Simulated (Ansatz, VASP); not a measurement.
**MnS in VASP and in Ansatz**

```
CELL_PARAMETERS angstrom
3.95358 0.00000 0.00000
-1.97679 3.42390 0.00000
0.00000 0.00000 6.34253
ATOMIC_POSITIONS crystal
Mn 0.66667 0.33333 0.49884
Mn 0.33333 0.66667 0.99884
S 0.33333 0.66667 0.62615
S 0.66667 0.33333 0.12615
```

Alike in both runs: task single point; functional PBE-based screened hybrid; k mesh 4 × 4 × 2; occupations fermi-dirac, width 0.05 eV; collinear spin.

```csv
,VASP,Ansatz
version,VASP 6.6.1,Ansatz 0.2.0
potentials or method,"VASP PAW PBE potentials, release 64 (Mn_pv, S)",Ansatz PAW
plane-wave cutoff (eV),520,420
valence electrons in the cell,38,42
```

VASP gave:

| Property | Result |
| --- | --- |
| gap on the k mesh at the Fermi level (eV) | 1.77 |
| least direct gap on the mesh (eV) | 2.08 |
| pressure (GPa) | 5.0 |
| traceless stress, the component that is largest in VASP (GPa) | 1.80 |
| rms of the force components (eV/Å) | 0.194 |
| net moment per atom (μB) | 2.50 |
| size of the moment on the site where the two differ most (μB) | 4.52 |

Q: What did Ansatz give for the same quantities?

A: gap on the k mesh at the Fermi level (eV): 1.76; least direct gap on the mesh (eV): 2.06; pressure (GPa): 5.0; traceless stress, the component that is largest in VASP (GPa): 1.80; rms of the force components (eV/Å): 0.193; net moment per atom (μB): 2.50; size of the moment on the site where the two differ most (μB): 4.31.

VASP's potentials were made for PBE, not for PBE-based screened hybrid. Site moments also hang on the region over which each program counts them. Atom by atom the forces differ by 0.001 eV/Å (rms over components). The functional is the same, so the differences come from potentials, cutoffs and numerics. VASP's potentials hold 38 valence electrons a cell and Ansatz's 42, so a difference there can come from the potentials and not from the codes.

The k mesh is coarse, so the values compare programs but aren't converged. Noted on Ansatz's run: the magnetic or orbital state may not be the lowest.
